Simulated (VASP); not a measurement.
The system is Li3Mg.

```
CELL_PARAMETERS angstrom
0.00000 3.42888 3.42888
3.42888 0.00000 3.42888
3.42888 3.42888 0.00000
ATOMIC_POSITIONS crystal
Li 0.25000 0.25000 0.25000
Li 0.50000 0.50000 0.50000
Li 0.75000 0.75000 0.75000
Mg 0.00000 0.00000 0.00000
```

| Item | Value |
| --- | --- |
| Program | VASP 6.6.1 |
| Task | relaxation of cell and atoms |
| Functional | LDA |
| Potentials or basis | VASP PAW LDA potentials, release 64 (Li_sv, Mg) |
| Cutoff | 600 eV |
| k mesh | 6 × 6 × 6 |
| Occupations | fermi-dirac, width 0.02 eV |
| Spin | no spin polarisation |

At the start: pressure -1.4 GPa; volume 20.16 Å³/atom.

Task: Where does the relaxation end?

Result: Over 4 steps the energy falls by 6.6 meV/atom and the volume is 18.69 Å³/atom (-7.3 %); space group Fm-3m (No. 225, to 0.1 Å) before and after.

Step by step:
| step | energy change (eV) | largest force (eV/Å) | pressure (GPa) | volume (Å³) |
| --- | --- | --- | --- | --- |
| 1 | 0.0000 | 0.0000 | -1.37 | 80.63 |
| 2 | -0.0145 | 0.0000 | -0.96 | 78.64 |
| 3 | -0.0263 | 0.0000 | -0.13 | 75.26 |
| 4 | -0.0265 | 0.0000 | 0.00 | 74.78 |

Final structure:
```yaml
crystal:
  lattice:
    - [0.00000, 3.34385, 3.34385]
    - [3.34385, 0.00000, 3.34385]
    - [3.34385, 3.34385, 0.00000]
  atoms:
    - { symbol: Li, position: [0.25000, 0.25000, 0.25000] }
    - { symbol: Li, position: [0.50000, 0.50000, 0.50000] }
    - { symbol: Li, position: [0.75000, 0.75000, 0.75000] }
    - { symbol: Mg, position: [0.00000, 0.00000, 0.00000] }
```

Caveat: the cutoff is under 1.25 times the usual one of these potentials, so pressure, stress and relaxed cells hold a basis-set (Pulay) error.
